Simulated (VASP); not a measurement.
Bi: relaxation of shape and atoms at fixed volume with PBEsol

The system is Bi.

```xyz
2
Lattice="2.2977 1.3266 3.9915 -2.2977 1.3266 3.9915 0.0000 -2.6531 3.9915" Properties=species:S:1:pos:R:3 pbc="T T T"
Bi    0.0000    0.0000    2.8153
Bi    0.0000    0.0000    9.1591
```

```yaml
Program: VASP 6.6.1
Task: relaxation of shape and atoms at fixed volume
Functional: PBEsol
Potentials_or_basis: VASP PAW PBE potentials, release 64 (Bi_d)
Cutoff: 600 eV
k_mesh: 12 × 12 × 12
Occupations: gaussian, width 0.1 eV
Spin: no spin polarisation
Dipole_correction: no
Further_INCAR_settings: ALGO = Fast; EDIFF = 1e-07; IBRION = 2; EDIFFG = -0.01; NSW = 50; ISIF = 4
```

```yaml
Energy_gained_by_relaxing: 1.4 meV/atom
Ionic_steps: 6
Pressure_after_relaxing: -1.8 GPa
Band_gap_on_the_k_mesh: zero (bands 15 and 16 overlap by 0.23 eV)
```

The path:
```tsv
step	energy change (eV)	largest force (eV/Å)	pressure (GPa)	volume (Å³)
1	0.0000	0.1107	-2.23	73.00
2	-0.0012	0.0766	-2.14	73.00
3	-0.0024	0.0115	-1.94	73.00
4	-0.0025	0.0150	-1.85	73.00
5	-0.0027	0.0059	-1.82	73.00
6	-0.0028	0.0000	-1.81	73.00
```

Final structure:
```
Bi
1.0
     2.28538    1.31947    4.03447
    -2.28538    1.31947    4.03447
     0.00000   -2.63893    4.03447
Bi
2
Direct
  0.23351 0.23351 0.23351
  0.76649 0.76649 0.76649
```

Levels at points of the mesh, in eV from the Fermi level:
| k point | band 12 | band 13 | band 14 | band 15 | band 16 | band 17 | band 18 | band 19 |
| --- | --- | --- | --- | --- | --- | --- | --- | --- |
| (0.00, 0.00, 0.00) | -7.59 | -1.46 | -1.09 | -1.09 | 2.43 | 2.90 | 2.90 | 5.63 |
| (0.50, 0.00, 0.00) | -10.39 | -1.37 | -1.13 | -0.28 | -0.22 | 0.54 | 1.11 | 7.30 |
| (0.50, 0.50, 0.00) | -9.45 | -4.47 | -2.89 | -2.71 | 2.38 | 4.76 | 5.32 | 6.45 |
| (0.50, 0.50, 0.50) | -9.80 | -0.91 | -0.53 | -0.53 | 0.78 | 0.80 | 0.80 | 6.81 |

It took 28 min on 1 thread of Oxide Virtual Turin-like Processor (shared host), peak memory 0.41 GiB.

Caveat: the PAW data sets were made with another functional, which shifts forces and pressure a little; spin-orbit coupling is left out, which moves the levels of the heavy elements.
